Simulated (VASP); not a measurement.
# MgO (mix.b) (Fm-3m) in VASP: single point with PBE

Aim: the single point of MgO (mix.b) with PBE.

Everything below comes from runs of VASP 6.6.1. Logs are shortened: lines on timing, memory, paths and dates and some standing lists are left out, and cuts for length are marked.

**Measured values to compare with.**

From “Electronic structure of alkaline earth and post-transition metal oxides”, 2009, arxiv:0908.1581, for a bulk crystal of MgO: band gap 7.83 eV.

The runs below are set against these values where they give the same quantity.

### Step 1. The cell of the first run

The structure is cubic, space group Fm-3m (No. 225). The conventional cell has a = 4.254 Å, b = 4.254 Å, c = 4.254 Å, α = 90.00°, β = 90.00°, γ = 90.00°. Within 2.8 Å of Mg (site symmetry m-3m) lie 6 O at 2.13 Å. O (site symmetry m-3m) has 6 Mg at 2.13 Å within 2.8 Å.

### Step 2. Single point, PBE

Input file INCAR:

```
PREC     = Accurate       # precision mode
ENCUT    = 600            # plane-wave cutoff, eV
EDIFF    = 1E-6           # SCF threshold, eV
ISMEAR   = 0              # smearing method
SIGMA    = 0.02           # smearing width, eV
LREAL    = F              # projectors in reciprocal space
LASPH    = T              # aspherical terms in the spheres
NELM     = 120            # most SCF steps
ALGO     = Normal         # electronic algorithm
ISIF     = 2              # what is computed and relaxed
LWAVE    = F              # write WAVECAR
LCHARG   = F              # write CHGCAR
GGA      = PE             # functional
NBANDS   = 11             # bands
GGA_COMPAT= F
```

Input file KPOINTS:

```
regular mesh
0
Gamma
  10 10 10
```

Input file POSCAR:

```
MgO
1.0
    0.0000000000      2.1268587456      2.1268587456
    2.1268587456      0.0000000000      2.1268587456
    2.1268587456      2.1268587456      0.0000000000
Mg O
1 1
Direct
    0.0000000000      0.0000000000      0.0000000000
    0.5000000000      0.5000000000      0.5000000000
```

Potentials or basis: VASP PAW PBE potentials, release 64 (Mg, O).

On the command line:

```console
$ cat potpaw_PBE.64/Mg/POTCAR potpaw_PBE.64/O/POTCAR > POTCAR
$ mpirun -np 1 vasp_std > vasp.out
```

OUTCAR:

```text
PREC = Accurate
   ENCUT = 600
   EDIFF = 1E-6
   ISMEAR = 0
   LREAL = F
   LASPH = T
   NELM = 120
   ISIF = 2
   GGA = PE

 ion  position               nearest neighbor table
   1  0.000  0.000  0.000-   2 2.13   2 2.13   2 2.13   2 2.13   2 2.13   2 2.13
   2  0.500  0.500  0.500-   1 2.13   1 2.13   1 2.13   1 2.13   1 2.13   1 2.13

  LATTYP: Found a face centered cubic cell.
 ALAT       =     4.2537174912

  Lattice vectors:

 A1 = (   0.0000000000,   2.1268587456,   2.1268587456)
 A2 = (   2.1268587456,   0.0000000000,   2.1268587456)
 A3 = (   2.1268587456,   2.1268587456,   0.0000000000)

Analysis of symmetry for initial positions (statically):
[... 33 lines left out ...]
                                     Primitive cell

  volume of cell :      19.2418

  direct lattice vectors                    reciprocal lattice vectors
     0.000000000  2.126858746  2.126858746    -0.235088485  0.235088485  0.235088485
     2.126858746  0.000000000  2.126858746     0.235088485 -0.235088485  0.235088485
     2.126858746  2.126858746  0.000000000     0.235088485  0.235088485 -0.235088485

  length of vectors
     3.007832483  3.007832483  3.007832483     0.407185200  0.407185200  0.407185200

  position of ions in fractional coordinates (direct lattice)
     0.000000000  0.000000000  0.000000000
     0.500000000  0.500000000  0.500000000

  ion indices of the primitive-cell ions
   primitive index   ion index
                 1           1
                 2           2

----------------------------------------------------------------------------------------

 KPOINTS: regular mesh

Automatic generation of k-mesh.
 Grid dimensions read from file:
 generate k-points for:   10   10   10

 Generating k-lattice:

  Cartesian coordinates                     Fractional coordinates (reciprocal lattice)
    -0.023508848  0.023508848  0.023508848     0.100000000  0.000000000  0.000000000
     0.023508848 -0.023508848  0.023508848     0.000000000  0.100000000  0.000000000
     0.023508848  0.023508848 -0.023508848     0.000000000  0.000000000  0.100000000

  Length of vectors
     0.040718520  0.040718520  0.040718520

  Shift w.r.t. Gamma in fractional coordinates (k-lattice)
     0.000000000  0.000000000  0.000000000

 Subroutine IBZKPT returns following result:
 ===========================================

 Found     47 irreducible k-points:

 Following reciprocal coordinates:
            Coordinates               Weight
  0.000000  0.000000  0.000000      1.000000
  0.100000  0.000000  0.000000      8.000000
  0.200000  0.000000  0.000000      8.000000
  0.300000  0.000000  0.000000      8.000000
  0.400000  0.000000  0.000000      8.000000
  0.500000  0.000000  0.000000      4.000000
[... 16 lines left out ...]
  0.300000  0.300000  0.000000      6.000000
  0.400000  0.300000  0.000000     24.000000
 [... further k-points ...]
   k-points           NKPTS =     47   k-points in BZ     NKDIM =     47   number of bands    NBANDS=     11
   number of dos      NEDOS =    301   number of ions     NIONS =      2
   total plane-waves  NPLWV =  13824
   dimension x,y,z NGX =    24 NGY =   24 NGZ =   24
   dimension x,y,z NGXF=    48 NGYF=   48 NGZF=   48
   ions per type =               1   1
   NGX,Y,Z   is equivalent  to a cutoff of  13.27, 13.27, 13.27 a.u.
   NGXF,Y,Z  is equivalent  to a cutoff of  26.53, 26.53, 26.53 a.u.
 SYSTEM =  unknown system
   PREC   = accura    normal or accurate (medium, high low for compatibility)
   ISTART =      0    job   : 0-new  1-cont  2-samecut
   ICHARG =      2    charge: 1-file 2-atom 10-const
   ISPIN  =      1    spin polarized calculation?
   LNONCOLLINEAR =      F non collinear calculations
   LSORBIT =      F    spin-orbit coupling
   LASPH  =      T    aspherical Exc in radial PAW
   ENCUT  =  600.0 eV  44.10 Ry    6.64 a.u.   6.01  6.01  6.01*2*pi/ulx,y,z
   NELM   =    120;   NELMIN=  2; NELMDL= -5     # of ELM steps
   EDIFF  = 0.1E-05   stopping-criterion for ELM
   LREAL  =      F    real-space projection
   EDIFFG = 0.1E-04   stopping-criterion for IOM
   NSW    =      0    number of steps for IOM
   IBRION =     -1    ionic relax: 0-MD 1-quasi-New 2-CG
   NFREE  =      0    steps in history (QN), initial steepest desc. (CG)
   ISIF   =      2    stress and relaxation
   ISYM   =      2    0-nonsym 1-usesym 2-fastsym
   POTIM  = 0.5000    time-step for ionic-motion
   TEBEG  =    0.0;   TEEND  =   0.0 temperature during run
   PSTRESS=    0.0 pullay stress
   NELECT =       8.0000    total number of electrons
   NUPDOWN=      -1.0000    fix difference up-down
   EMIN   =  10.00;   EMAX   =-10.00  energy-range for DOS
   EFERMI =   0.00;   METHOD = LEGACY
   ISMEAR =     0;   SIGMA  =   0.02  broadening in eV -4-tet -1-fermi 0-gaus
   EFERMI_NEDOS =   21; number of points for ismear=-14 and -15
   IALGO  =     38    algorithm
   IMIX   =      4    mixing-type and parameters
     AMIX     =   0.40;   BMIX     =  1.00
     AMIX_MAG =   1.60;   BMIX_MAG =  1.00
  volume/ion in A,a.u.               =       9.62        64.93
  Fermi-wavevector in a.u.,A,eV,Ry     =   1.221864  2.308988 20.312838  1.492951
  Thomas-Fermi vector in A             =   2.357031
   LORBIT       =      0    0 simple, 1 ext, 2 COOP (PROOUT), +10 PAW based schemes
   GGA     = PE    functional components
   LHFCALC =     F    Hartree Fock is set to
   AEXX    =    0.0000 exact exchange contribution
   IVDW    =     0    specifies the selected vdW correction
   LEPSILON=     F    determine dielectric tensor
   LRPA    =     F    only Hartree local field effects (RPA)
 non-spin polarized calculation
 Gauss-broadening in eV      SIGMA  =   0.02
  energy-cutoff  :      600.00
  volume of cell :       19.24
 maximum number of plane-waves:       656
   NGX = 13   NGY = 13   NGZ = 13

 number of electron       8.0000004 magnetization

 Free energy of the ion-electron system (eV)
  ---------------------------------------------------
  ext. energy  EPLUGINS =         0.00000000
  ---------------------------------------------------
  free energy    TOTEN  =       -11.91483329 eV

  energy without entropy =      -11.91483329  energy(sigma->0) =      -11.91483329

 E-fermi :   3.1835     XC(G=0): -10.9396

 val. band max:        2.9670703737   @ k =   0.0000   0.0000   0.0000
 cond. band min:       7.4123226917   @ k =   0.0000   0.0000   0.0000
 fundamental gap:      4.4452523180
 Fermi energy:         3.1834841265

 k-point     1 :       0.0000    0.0000    0.0000
  band No.  band energies     occupation
      1     -14.1470      2.00000
      2       2.9671      2.00000
      3       2.9671      2.00000
      4       2.9671      2.00000
      5       7.4123      0.00000
      6      18.6011      0.00000
      7      18.6011      0.00000
      8      18.6011      0.00000
      9      22.4388      0.00000
     10      24.1813      0.00000
     11      24.1813      0.00000

 k-point     2 :       0.1000    0.0000    0.0000
  band No.  band energies     occupation
      1     -14.0467      2.00000
      2       2.3209      2.00000
      3       2.9031      2.00000
      4       2.9031      2.00000
      5       8.0444      0.00000
      6      17.3592      0.00000
      7      18.8298      0.00000
      8      18.8298      0.00000
      9      23.4093      0.00000
     10      23.4093      0.00000
     11      24.0387      0.00000

 k-point     3 :       0.2000    0.0000    0.0000
  band No.  band energies     occupation
      1     -13.7715      2.00000
      2       1.0292      2.00000
      3       2.7405      2.00000
      4       2.7405      2.00000
      5       9.2433      0.00000
      6      15.8380      0.00000
      7      19.2756      0.00000
      8      19.2756      0.00000
      9      22.7106      0.00000
     10      22.7106      0.00000
     11      24.7593      0.00000

 k-point     4 :       0.3000    0.0000    0.0000
  band No.  band energies     occupation
      1     -13.4013      2.00000
      2      -0.2500      2.00000
      3       2.5494      2.00000
      4       2.5494      2.00000
      5      10.2072      0.00000
      6      15.0951      0.00000
      7      19.3375      0.00000
      8      19.3375      0.00000
      9      23.1631      0.00000
     10      23.1631      0.00000
     11      24.1396      0.00000

 k-point     5 :       0.4000    0.0000    0.0000
  band No.  band energies     occupation
      1     -13.0713      2.00000
      2      -1.1789      2.00000
      3       2.4016      2.00000
      4       2.4016      2.00000
      5      10.6103      0.00000
      6      15.1049      0.00000
      7      19.0958      0.00000
      8      19.0958      0.00000
      9      23.6065      0.00000
     10      24.3905      0.00000
     11      24.3905      0.00000

 k-point     6 :       0.5000    0.0000    0.0000
  band No.  band energies     occupation
      1     -12.9364      2.00000
      2      -1.5213      2.00000
      3       2.3466      2.00000
      4       2.3466      2.00000
      5      10.6788      0.00000
      6      15.2381      0.00000
      7      18.9766      0.00000
      8      18.9766      0.00000
      9      23.4185      0.00000
     10      25.0967      0.00000
     11      25.0967      0.00000

 k-point     7 :       0.1000    0.1000    0.0000
  band No.  band energies     occupation
      1     -14.0142      2.00000
      2       2.2539      2.00000
      3       2.8196      2.00000
      4       2.8196      2.00000
      5       8.2466      0.00000
      6      17.0115      0.00000
      7      18.9120      0.00000
      8      18.9120      0.00000
      9      22.1620      0.00000
     10      24.4831      0.00000
     11      24.6901      0.00000

 k-point     8 :       0.2000    0.1000    0.0000
  band No.  band energies     occupation
      1     -13.7998      2.00000
      2       1.3038      2.00000
      3       2.6448      2.00000
      4       2.6700      2.00000
      5       9.2457      0.00000
      6      15.7700      0.00000
      7      19.2169      0.00000
      8      19.2935      0.00000
      9      21.0934      0.00000
     10      24.2398      0.00000
     11      26.0144      0.00000
[... 141 lines left out ...]
 k-point    19 :       0.5000    0.2000    0.0000
  band No.  band energies     occupation
      1     -12.8591      2.00000
      2      -0.9338      2.00000
      3       1.3611      2.00000
      4       2.0935      2.00000
      5      12.0742      0.00000
      6      14.6765      0.00000
      7      16.4685      0.00000
      8      19.8598      0.00000
      9      21.9998      0.00000
     10      26.3583      0.00000
     11      27.8125      0.00000

 k-point    20 :      -0.4000    0.2000    0.0000
  band No.  band energies     occupation
      1     -12.8238      2.00000
      2      -0.9642      2.00000
      3       1.1362      2.00000
      4       2.1749      2.00000
      5      12.1885      0.00000
      6      14.9470      0.00000
      7      16.3665      0.00000
      8      19.7796      0.00000
      9      22.7880      0.00000
     10      25.0180      0.00000
     11      27.5422      0.00000

 k-point    21 :      -0.3000    0.2000    0.0000
  band No.  band energies     occupation
      1     -12.9963      2.00000
      2      -0.6063      2.00000
      3       1.2220      2.00000
      4       2.3458      2.00000
      5      11.9840      0.00000
      6      14.6828      0.00000
      7      16.8196      0.00000
      8      19.9518      0.00000
      9      22.9728      0.00000
     10      23.6815      0.00000
     11      27.5307      0.00000

 k-point    22 :      -0.2000    0.2000    0.0000
  band No.  band energies     occupation
      1     -13.2909      2.00000
      2      -0.0590      2.00000
      3       1.6780      2.00000
      4       2.5480      2.00000
      5      11.1292      0.00000
      6      14.7119      0.00000
      7      17.7456      0.00000
      8      20.4067      0.00000
      9      21.2255      0.00000
     10      23.9840      0.00000
     11      27.2838      0.00000

 k-point    23 :       0.3000    0.3000    0.0000
  band No.  band energies     occupation
      1     -13.2089      2.00000
      2      -0.1063      2.00000
      3       2.0604      2.00000
      4       2.0604      2.00000
      5      11.5122      0.00000
      6      13.3392      0.00000
      7      17.0742      0.00000
      8      20.5464      0.00000
      9      20.5464      0.00000
     10      26.7819      0.00000
     11      29.7448      0.00000

 k-point    24 :       0.4000    0.3000    0.0000
  band No.  band energies     occupation
      1     -12.9759      2.00000
      2      -0.5125      2.00000
      3       1.7066      2.00000
      4       1.9181      2.00000
      5      12.2516      0.00000
      6      13.0519      0.00000
      7      16.2575      0.00000
      8      20.7597      0.00000
      9      20.9610      0.00000
     10      27.4931      0.00000
     11      29.3566      0.00000

 [... further k-points ...]
[... 5 lines left out ...]
  --------------------------------------------------------------------------------------
  -------------------------------------------------------------------------------------
  Total       -0.1227791     -0.1227791     -0.1227791     -0.0000000      0.0000000     -0.0000000
  in kB      -10.2232494    -10.2232494    -10.2232494     -0.0000000      0.0000000     -0.0000000
  external PRESSURE =     -10.2232494 kB  Pullay stress =       0.0000000 kB

 VOLUME and BASIS-vectors are now :
 -----------------------------------------------------------------------------
  energy-cutoff  :      600.00
  volume of cell :       19.24
      direct lattice vectors                 reciprocal lattice vectors
     0.000000000  2.126858746  2.126858746    -0.235088485  0.235088485  0.235088485
     2.126858746  0.000000000  2.126858746     0.235088485 -0.235088485  0.235088485
     2.126858746  2.126858746  0.000000000     0.235088485  0.235088485 -0.235088485

 POSITION                                       TOTAL-FORCE (eV/Angst)
 -----------------------------------------------------------------------------------
      0.00000      0.00000      0.00000        -0.000000      0.000000      0.000000
      2.12686      2.12686      2.12686         0.000000     -0.000000     -0.000000
 -----------------------------------------------------------------------------------
    total drift:                               -0.000000     -0.000000      0.000000

  FREE ENERGIE OF THE ION-ELECTRON SYSTEM (eV)
  ---------------------------------------------------
  free  energy   TOTEN  =       -11.9148332890 eV

  energy  without entropy=      -11.9148332890  energy(sigma->0) =      -11.91483329
```

Run time: 7.5 s. Hardware: 1 thread of Intel Xeon Platinum 8488C (Sapphire Rapids), shared host; peak memory 0.14 GiB.

What came out:

* Free energy: -11.9148 eV
* Pressure: -1.0 GPa
* Band gap on the k mesh: 4.45 eV, direct

Levels at points of the mesh, in eV from the valence-band top:
```csv
k point,band 2,band 3,band 4,band 5,band 6,band 7
"(0.00, 0.00, 0.00)",0.00,0.00,0.00,4.45,15.63,15.63
"(0.50, 0.00, 0.00)",-4.49,-0.62,-0.62,7.71,12.27,16.01
"(0.50, 0.50, 0.00)",-3.96,-1.31,-1.31,9.08,9.65,12.79
```

### Step 3. Comparison with measurements

Step 2. Measured gap of MgO: 7.83 eV (quoted in “Electronic structure of alkaline earth and post-transition metal oxides”, 2009, arxiv:0908.1581). This calculation gives 4.45 eV (-3.38 eV). The value is that of PBE, without temperature or zero-point motion. Semilocal functionals fall short of measured gaps as a rule.
